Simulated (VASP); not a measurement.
# SrO (P4/mmm) in VASP: notebook

The runs below take SrO through single point, with PBE, r2SCAN.

Program: VASP 6.6.1. These are calculated values, not measurements. Logs are shortened: lines on timing, memory, paths and dates and some standing lists are left out, and cuts for length are marked.

**1. The cell of the first run**

Symmetry: P4/mmm, No. 123, tetragonal system. Conventional cell: a = 3.103 Å, b = 3.103 Å, c = 3.262 Å, α = 90.00°, β = 90.00°, γ = 90.00°. Within 3.6 Å of Sr (site symmetry 4/mmm) lie 8 O at 2.73 Å and 6 Sr at 3.10 to 3.26 Å. Within 3.6 Å of O (site symmetry 4/mmm) lie 8 Sr at 2.73 Å and 6 O at 3.10 to 3.26 Å.

**2. Single point, PBE (uniaxial z strain +5.1%)**

The input, INCAR:

```
  ALGO = Normal
  EDIFF = 1E-6
  ENCUT = 520
  GGA = PE
  ISIF = 2
  ISMEAR = -1
  LASPH = T
  LCHARG = F
  LREAL = F
  LWAVE = F
  NBANDS = 15
  NELM = 100
  PREC = Accurate
  SIGMA = 0.02
```

The input, KPOINTS:

```
k-points
0
Gamma
  8 8 8
```

The input, POSCAR:

```
SrO
1.0
    3.1028650695      0.0000000000      0.0000000000
    0.0000000000      3.1028650695      0.0000000000
    0.0000000000      0.0000000000      3.2620420476
Sr O
1 1
Direct
    0.0000000000      0.0000000000      0.0000000000
    0.5000000000      0.5000000000      0.5000000000
```

Potentials or basis: VASP PAW PBE potentials, release 64 (Sr_sv, O).

Run with:

```
$ cat potpaw_PBE.64/Sr_sv/POTCAR potpaw_PBE.64/O/POTCAR > POTCAR
$ mpirun -np 1 vasp_std > vasp.out
```

OUTCAR:

```text
EDIFF = 1E-6
   ENCUT = 520
   GGA = PE
   ISIF = 2
   ISMEAR = -1
   LASPH = T
   LREAL = F
   NELM = 100
   PREC = Accurate

 ion  position               nearest neighbor table
   1  0.000  0.000  0.000-   2 2.73   2 2.73   2 2.73   2 2.73   2 2.73   2 2.73   2 2.73   2 2.73

   2  0.500  0.500  0.500-   1 2.73   1 2.73   1 2.73   1 2.73   1 2.73   1 2.73   1 2.73   1 2.73

  LATTYP: Found a simple tetragonal cell.
 ALAT       =     3.1028650695
 C/A-ratio  =     1.0513000000

  Lattice vectors:

 A1 = (   3.1028650695,   0.0000000000,   0.0000000000)
 A2 = (   0.0000000000,   3.1028650695,   0.0000000000)
 A3 = (   0.0000000000,   0.0000000000,   3.2620420476)

Analysis of symmetry for initial positions (statically):
=====================================================================
 Subroutine PRICEL returns:
 Original cell was already a primitive cell.

 Routine SETGRP: Setting up the symmetry group for a
 simple tetragonal supercell.

 Subroutine GETGRP returns: Found 16 space group operations
 (whereof 16 operations were pure point group operations)
 out of a pool of 16 trial point group operations.

The static configuration has the point symmetry D_4h.

Analysis of symmetry for dynamics (positions and initial velocities):
=====================================================================
 Subroutine PRICEL returns:
 Original cell was already a primitive cell.

 Routine SETGRP: Setting up the symmetry group for a
 simple tetragonal supercell.

 Subroutine GETGRP returns: Found 16 space group operations
 (whereof 16 operations were pure point group operations)
 out of a pool of 16 trial point group operations.

The dynamic configuration has the point symmetry D_4h.

 Subroutine INISYM returns: Found 16 space group operations
 (whereof 16 operations are pure point group operations),
 and found     1 'primitive' translations

----------------------------------------------------------------------------------------

                                     Primitive cell

  volume of cell :      31.4062

  direct lattice vectors                    reciprocal lattice vectors
     3.102865069  0.000000000  0.000000000     0.322282786  0.000000000  0.000000000
     0.000000000  3.102865069  0.000000000     0.000000000  0.322282786  0.000000000
     0.000000000  0.000000000  3.262042048     0.000000000  0.000000000  0.306556441

  length of vectors
     3.102865069  3.102865069  3.262042048     0.322282786  0.322282786  0.306556441

  position of ions in fractional coordinates (direct lattice)
     0.000000000  0.000000000  0.000000000
     0.500000000  0.500000000  0.500000000

  ion indices of the primitive-cell ions
   primitive index   ion index
                 1           1
                 2           2

----------------------------------------------------------------------------------------

 KPOINTS: k-points

Automatic generation of k-mesh.
 Grid dimensions read from file:
 generate k-points for:    8    8    8

 Generating k-lattice:

  Cartesian coordinates                     Fractional coordinates (reciprocal lattice)
     0.040285348  0.000000000  0.000000000     0.125000000  0.000000000  0.000000000
     0.000000000  0.040285348  0.000000000     0.000000000  0.125000000  0.000000000
     0.000000000  0.000000000  0.038319555     0.000000000  0.000000000  0.125000000

  Length of vectors
     0.040285348  0.040285348  0.038319555

  Shift w.r.t. Gamma in fractional coordinates (k-lattice)
     0.000000000  0.000000000  0.000000000

 Subroutine IBZKPT returns following result:
 ===========================================

 Found     75 irreducible k-points:

 Following reciprocal coordinates:
            Coordinates               Weight
  0.000000  0.000000  0.000000      1.000000
  0.125000  0.000000  0.000000      4.000000
  0.250000  0.000000  0.000000      4.000000
  0.375000  0.000000  0.000000      4.000000
  0.500000  0.000000  0.000000      2.000000
  0.125000  0.125000  0.000000      4.000000
[... 16 lines left out ...]
  0.375000  0.125000  0.125000     16.000000
  0.500000  0.125000  0.125000      8.000000
 [... further k-points ...]
   k-points           NKPTS =     75   k-points in BZ     NKDIM =     75   number of bands    NBANDS=     15
   number of dos      NEDOS =    301   number of ions     NIONS =      2
   total plane-waves  NPLWV =  13824
   dimension x,y,z NGX =    24 NGY =   24 NGZ =   24
   dimension x,y,z NGXF=    48 NGYF=   48 NGZF=   48
   ions per type =               1   1
   NGX,Y,Z   is equivalent  to a cutoff of  12.86, 12.86, 12.23 a.u.
   NGXF,Y,Z  is equivalent  to a cutoff of  25.72, 25.72, 24.46 a.u.
 SYSTEM =  unknown system
   PREC   = accura    normal or accurate (medium, high low for compatibility)
   ISTART =      0    job   : 0-new  1-cont  2-samecut
   ICHARG =      2    charge: 1-file 2-atom 10-const
   ISPIN  =      1    spin polarized calculation?
   LNONCOLLINEAR =      F non collinear calculations
   LSORBIT =      F    spin-orbit coupling
   LASPH  =      T    aspherical Exc in radial PAW
   ENCUT  =  520.0 eV  38.22 Ry    6.18 a.u.   5.77  5.77  6.07*2*pi/ulx,y,z
   NELM   =    100;   NELMIN=  2; NELMDL= -5     # of ELM steps
   EDIFF  = 0.1E-05   stopping-criterion for ELM
   LREAL  =      F    real-space projection
   EDIFFG = 0.1E-04   stopping-criterion for IOM
   NSW    =      0    number of steps for IOM
   IBRION =     -1    ionic relax: 0-MD 1-quasi-New 2-CG
   NFREE  =      0    steps in history (QN), initial steepest desc. (CG)
   ISIF   =      2    stress and relaxation
   ISYM   =      2    0-nonsym 1-usesym 2-fastsym
   POTIM  = 0.5000    time-step for ionic-motion
   TEBEG  =    0.0;   TEEND  =   0.0 temperature during run
   PSTRESS=    0.0 pullay stress
   NELECT =      16.0000    total number of electrons
   NUPDOWN=      -1.0000    fix difference up-down
   EMIN   =  10.00;   EMAX   =-10.00  energy-range for DOS
   EFERMI =   0.00;   METHOD = LEGACY
   ISMEAR =    -1;   SIGMA  =   0.02  broadening in eV -4-tet -1-fermi 0-gaus
   EFERMI_NEDOS =   21; number of points for ismear=-14 and -15
   IALGO  =     38    algorithm
   IMIX   =      4    mixing-type and parameters
     AMIX     =   0.40;   BMIX     =  1.00
     AMIX_MAG =   1.60;   BMIX_MAG =  1.00
  volume/ion in A,a.u.               =      15.70       105.97
  Fermi-wavevector in a.u.,A,eV,Ry     =   1.307504  2.470824 23.260069  1.709567
  Thomas-Fermi vector in A             =   2.438234
   LORBIT       =      0    0 simple, 1 ext, 2 COOP (PROOUT), +10 PAW based schemes
   GGA     = PE    functional components
   LHFCALC =     F    Hartree Fock is set to
   AEXX    =    0.0000 exact exchange contribution
   IVDW    =     0    specifies the selected vdW correction
   LEPSILON=     F    determine dielectric tensor
   LRPA    =     F    only Hartree local field effects (RPA)
 non-spin polarized calculation
  energy-cutoff  :      520.00
  volume of cell :       31.41
 maximum number of plane-waves:       872
 NGX is ok and might be reduce to    24
   NGX = 11   NGY = 11   NGZ = 13

 number of electron      16.0000003 magnetization

 Free energy of the ion-electron system (eV)
  ---------------------------------------------------
  ext. energy  EPLUGINS =         0.00000000
  ---------------------------------------------------
  free energy    TOTEN  =       -11.17586682 eV

  energy without entropy =      -11.17586682  energy(sigma->0) =      -11.17586682

 E-fermi :   3.4479     XC(G=0): -10.5737

 val. band max:        2.9895446511   @ k =   0.5000   0.0000   0.5000
 cond. band min:       5.5633887605   @ k =   0.0000   0.0000   0.0000
 fundamental gap:      2.5738441094
 Fermi energy:         3.4478555398

 k-point     1 :       0.0000    0.0000    0.0000
  band No.  band energies     occupation
      1     -31.1540      2.00000
      2     -12.7323      2.00000
      3     -12.5336      2.00000
      4     -12.3696      2.00000
      5     -12.3696      2.00000
      6       2.5734      2.00000
      7       2.8975      2.00000
      8       2.8975      2.00000
      9       5.5634      0.00000
     10       5.5880      0.00000
     11       7.0917      0.00000
     12      12.8817      0.00000
     13      12.8817      0.00000
     14      13.3181      0.00000
     15      21.7355      0.00000

 k-point     2 :       0.1250    0.0000    0.0000
  band No.  band energies     occupation
      1     -31.1228      2.00000
      2     -13.2840      2.00000
      3     -12.5030      2.00000
      4     -12.3422      2.00000
      5     -11.9900      2.00000
      6       2.2673      2.00000
      7       2.4880      2.00000
      8       2.8393      2.00000
      9       5.7202      0.00000
     10       6.3290      0.00000
     11       7.7569      0.00000
     12      12.5951      0.00000
     13      12.9622      0.00000
     14      12.9710      0.00000
     15      20.0524      0.00000

 k-point     3 :       0.2500    0.0000    0.0000
  band No.  band energies     occupation
      1     -31.0461      2.00000
      2     -14.0388      2.00000
      3     -12.4279      2.00000
      4     -12.2748      2.00000
      5     -11.6151      2.00000
      6       1.1723      2.00000
      7       2.2725      2.00000
      8       2.6891      2.00000
      9       6.1083      0.00000
     10       8.0886      0.00000
     11       9.2262      0.00000
     12      12.0689      0.00000
     13      12.3161      0.00000
     14      13.1659      0.00000
     15      17.5805      0.00000

 k-point     4 :       0.3750    0.0000    0.0000
  band No.  band energies     occupation
      1     -30.9674      2.00000
      2     -14.6312      2.00000
      3     -12.3509      2.00000
      4     -12.2060      2.00000
      5     -11.3589      2.00000
      6       0.3234      2.00000
      7       2.0452      2.00000
      8       2.5261      2.00000
      9       6.5647      0.00000
     10       9.5929      0.00000
     11      11.3270      0.00000
     12      11.7022      0.00000
     13      11.8328      0.00000
     14      13.3851      0.00000
     15      15.8233      0.00000
[... 307 lines left out ...]
 k-point    22 :       0.2500    0.1250    0.1250
  band No.  band energies     occupation
      1     -30.9979      2.00000
      2     -13.9458      2.00000
      3     -12.7195      2.00000
      4     -12.5346      2.00000
      5     -11.4478      2.00000
      6       1.3254      2.00000
      7       2.0600      2.00000
      8       2.4148      2.00000
      9       7.0172      0.00000
     10       8.4100      0.00000
     11       9.3449      0.00000
     12      11.6387      0.00000
     13      11.8340      0.00000
     14      12.5820      0.00000
     15      18.9066      0.00000

 k-point    23 :       0.3750    0.1250    0.1250
  band No.  band energies     occupation
      1     -30.9209      2.00000
      2     -14.4434      2.00000
      3     -12.5743      2.00000
      4     -12.4529      2.00000
      5     -11.4479      2.00000
      6       0.6841      2.00000
      7       1.8649      2.00000
      8       2.4629      2.00000
      9       7.3313      0.00000
     10       9.4919      0.00000
     11       9.9961      0.00000
     12      11.2570      0.00000
     13      12.2690      0.00000
     14      12.9434      0.00000
     15      17.4545      0.00000

 k-point    24 :       0.5000    0.1250    0.1250
  band No.  band energies     occupation
      1     -30.8884      2.00000
      2     -14.6476      2.00000
      3     -12.4816      2.00000
      4     -12.4144      2.00000
      5     -11.4768      2.00000
      6       0.4418      2.00000
      7       1.7743      2.00000
      8       2.4809      2.00000
      9       7.4811      0.00000
     10       9.6341      0.00000
     11      10.1464      0.00000
     12      11.1265      0.00000
     13      12.3070      0.00000
     14      14.4111      0.00000
     15      16.9083      0.00000

 [... further k-points ...]
[... 5 lines left out ...]
  --------------------------------------------------------------------------------------
  -------------------------------------------------------------------------------------
  Total        0.7322861      0.7322861     -2.0884665      0.0000000      0.0000000      0.0000000
  in kB       37.3573466     37.3573466   -106.5424696      0.0000000      0.0000000      0.0000000
  external PRESSURE =     -10.6092588 kB  Pullay stress =       0.0000000 kB

 VOLUME and BASIS-vectors are now :
 -----------------------------------------------------------------------------
  energy-cutoff  :      520.00
  volume of cell :       31.41
      direct lattice vectors                 reciprocal lattice vectors
     3.102865069  0.000000000  0.000000000     0.322282786  0.000000000  0.000000000
     0.000000000  3.102865069  0.000000000     0.000000000  0.322282786  0.000000000
     0.000000000  0.000000000  3.262042048     0.000000000  0.000000000  0.306556441

 POSITION                                       TOTAL-FORCE (eV/Angst)
 -----------------------------------------------------------------------------------
      0.00000      0.00000      0.00000         0.000000      0.000000      0.000000
      1.55143      1.55143      1.63102         0.000000      0.000000      0.000000
 -----------------------------------------------------------------------------------
    total drift:                                0.000000      0.000000     -0.000000

  FREE ENERGIE OF THE ION-ELECTRON SYSTEM (eV)
  ---------------------------------------------------
  free  energy   TOTEN  =       -11.1758668236 eV

  energy  without entropy=      -11.1758668236  energy(sigma->0) =      -11.17586682
```

Wall time 26 s (1 thread of Intel Xeon Platinum 8259CL at 2.50GHz (Skylake/Cascade Lake), shared host); peak memory 0.16 GiB.

What came out:

| Item | Value |
| --- | --- |
| Free energy | -11.1759 eV |
| Pressure | -1.1 GPa |
| Band gap on the k mesh | 2.57 eV, indirect (least direct gap 2.67 eV) |

Stress tensor (GPa, compression positive):
```
  3.74   0.00   0.00
  0.00   3.74   0.00
  0.00   0.00 -10.65
```

Levels at points of the mesh, in eV from the valence-band top:
```csv
k point,band 6,band 7,band 8,band 9,band 10,band 11
"(0.00, 0.00, 0.00)",-0.42,-0.09,-0.09,2.57,2.60,4.10
"(0.50, 0.00, 0.00)",-2.98,-1.04,-0.53,3.79,7.13,8.60
"(0.50, 0.50, 0.00)",-1.35,-1.35,-0.32,3.74,4.22,6.77
"(0.00, 0.00, 0.50)",-3.04,-0.60,-0.60,3.45,6.46,9.27
"(0.50, 0.00, 0.50)",-1.39,-1.31,0.00,3.75,4.51,7.19
"(0.50, 0.50, 0.50)",-2.97,-2.86,-2.86,7.36,8.02,8.02
```

Caveat: the cell differs from its parent crystal (uniaxial z strain +5.1%). A k mesh can miss the band edges.

**3. Single point, r2SCAN (epitaxial xy strain -1.6%)**

The input, POSCAR:

```
SrO
1.0
    3.0519780824      0.0000000000      0.0000000000
    0.0000000000      3.0519780824      0.0000000000
    0.0000000000      0.0000000000      3.1033616928
Sr O
1 1
Direct
    0.0000000000      0.0000000000      0.0000000000
    0.5000000000      0.5000000000      0.5000000000
```

The input, INCAR.step1:

```
ALGO = Normal ; EDIFF = 1E-4
ENCUT = 520 ; GGA = PE
ISMEAR = 0 ; LASPH = T
LCHARG = F ; LREAL = F
LWAVE = T ; NBANDS = 15
NELM = 100 ; PREC = Accurate
SIGMA = 0.01
```

The input, INCAR.step2:

```
ALGO = Normal ; EDIFF = 1E-6
ENCUT = 520 ; ISIF = 2
ISMEAR = 0 ; ISTART = 1
LASPH = T ; LCHARG = T
LELF = T ; LMIXTAU = T
LREAL = F ; LVHAR = T
LWAVE = F ; METAGGA = R2SCAN
NBANDS = 15 ; NELM = 100
PREC = Accurate ; SIGMA = 0.01
```

KPOINTS is that of step 2.

Potentials or basis: VASP PAW PBE potentials, release 64 (Sr_sv, O).

Run with:

```
$ cat potpaw_PBE.64/Sr_sv/POTCAR potpaw_PBE.64/O/POTCAR > POTCAR
$ cp INCAR.step1 INCAR
$ mpirun -np 1 vasp_std > vasp.out
$ cp INCAR.step2 INCAR
$ mpirun -np 1 vasp_std > vasp.out
```

OUTCAR:

```text
EDIFF = 1E-6
   ENCUT = 520
   ISIF = 2
   ISMEAR = 0
   ISTART = 1
   LASPH = T
   LREAL = F
   METAGGA = R2SCAN
   NELM = 100
   PREC = Accurate

 ion  position               nearest neighbor table
   1  0.000  0.000  0.000-   2 2.66   2 2.66   2 2.66   2 2.66   2 2.66   2 2.66   2 2.66   2 2.66

   2  0.500  0.500  0.500-   1 2.66   1 2.66   1 2.66   1 2.66   1 2.66   1 2.66   1 2.66   1 2.66

  LATTYP: Found a simple tetragonal cell.
 ALAT       =     3.0519780824
 C/A-ratio  =     1.0168361663

  Lattice vectors:
[... 611 lines left out ...]
      9       8.3280      0.00000
     10      11.1284      0.00000
     11      11.5297      0.00000
     12      12.6517      0.00000
     13      13.7336      0.00000
     14      16.7567      0.00000
     15      18.6176      0.00000

 [... further k-points ...]
[... 5 lines left out ...]
  --------------------------------------------------------------------------------------
  -------------------------------------------------------------------------------------
  Total        1.1357863      1.1357863      0.1536491      0.0000000      0.0000000     -0.0000000
  in kB       62.9523548     62.9523548      8.5161906      0.0000000      0.0000000     -0.0000000
  external PRESSURE =      44.8069667 kB  Pullay stress =       0.0000000 kB

 VOLUME and BASIS-vectors are now :
 -----------------------------------------------------------------------------
  energy-cutoff  :      520.00
  volume of cell :       28.91
      direct lattice vectors                 reciprocal lattice vectors
     3.051978082  0.000000000  0.000000000     0.327656350  0.000000000  0.000000000
     0.000000000  3.051978082  0.000000000     0.000000000  0.327656350  0.000000000
     0.000000000  0.000000000  3.103361693     0.000000000  0.000000000  0.322231212

 POSITION                                       TOTAL-FORCE (eV/Angst)
 -----------------------------------------------------------------------------------
      0.00000      0.00000      0.00000         0.000000      0.000000      0.000000
      1.52599      1.52599      1.55168         0.000000      0.000000      0.000000
 -----------------------------------------------------------------------------------
    total drift:                                0.000000      0.000000     -0.000000

  FREE ENERGIE OF THE ION-ELECTRON SYSTEM (eV)
  ---------------------------------------------------
  free  energy   TOTEN  =       -26.2651302720 eV

  energy  without entropy=      -26.2651302720  energy(sigma->0) =      -26.26513027
```

Run time: 83 s. Hardware: 1 thread of Intel Xeon Platinum 8259CL at 2.50GHz (Skylake/Cascade Lake), shared host; peak memory 0.16 GiB.

Results:

```
Free energy            : -26.2651 eV
Pressure               : 4.5 GPa
Band gap on the k mesh : 3.20 eV, indirect (least direct gap 3.23 eV)
```

Stress tensor (GPa, compression positive):
```
6.30 0.00 0.00
0.00 6.30 0.00
0.00 0.00 0.85
```

Levels at points of the mesh, in eV from the valence-band top:
| k point | band 6 | band 7 | band 8 | band 9 | band 10 | band 11 |
| --- | --- | --- | --- | --- | --- | --- |
| (0.00, 0.00, 0.00) | -0.15 | -0.04 | -0.04 | 3.20 | 3.20 | 5.99 |
| (0.50, 0.00, 0.00) | -3.02 | -0.85 | -0.66 | 4.43 | 8.38 | 10.12 |
| (0.50, 0.50, 0.00) | -1.28 | -1.28 | -0.12 | 4.95 | 5.06 | 8.11 |
| (0.00, 0.00, 0.50) | -3.02 | -0.69 | -0.69 | 4.30 | 8.14 | 10.37 |
| (0.50, 0.00, 0.50) | -1.28 | -1.25 | 0.00 | 4.81 | 5.36 | 8.27 |
| (0.50, 0.50, 0.50) | -3.16 | -3.12 | -3.12 | 9.05 | 9.29 | 9.29 |

Caveat: the cell differs from its parent crystal (epitaxial xy strain -1.6%); the PAW data sets were made with another functional, which shifts forces and pressure a little.
